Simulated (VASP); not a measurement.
Here is a VASP 6.6.1 calculation.

Contents of INCAR:

```
ALGO = Fast ; EDIFF = 1E-6
ENCUT = 520 ; GGA = PS
ISIF = 2 ; ISMEAR = 0
LASPH = T ; LCHARG = F
LREAL = F ; LWAVE = F
NBANDS = 18 ; NELM = 100
PREC = Accurate ; SIGMA = 0.1
```

KPOINTS

```
k-points
0
Gamma
  10 10 10
```

Contents of POSCAR:

```
TiAl3
1.0
    4.0160347933      0.0142799732     -0.0322387207
    0.0142799732      3.9849432172     -0.0145173135
   -0.0322387207     -0.0145173135      3.9411539365
Ti Al
1 3
Direct
    0.0154032012     -0.0384612346      0.0066284578
    0.4928709950      0.5156281946     -0.0055262429
    0.4918774848      0.0184191242      0.5041889224
   -0.0001516810      0.5044139158      0.4947088626
```

Potentials or basis: VASP PAW PBE potentials, release 64 (Ti_sv, Al).

Launch:

```sh
$ cat potpaw_PBE.64/Ti_sv/POTCAR potpaw_PBE.64/Al/POTCAR > POTCAR
$ mpirun -np 1 vasp_std > vasp.out
```

(1) Estimate the largest force.

(2) What does it give for the pressure?

Results:

(1) 1.932 eV/Å.

(2) -0.9 GPa.

Caveat: the cell differs from its parent crystal (atoms moved at random and the cell strained at random); the PAW data sets were made with another functional, which shifts forces and pressure a little.
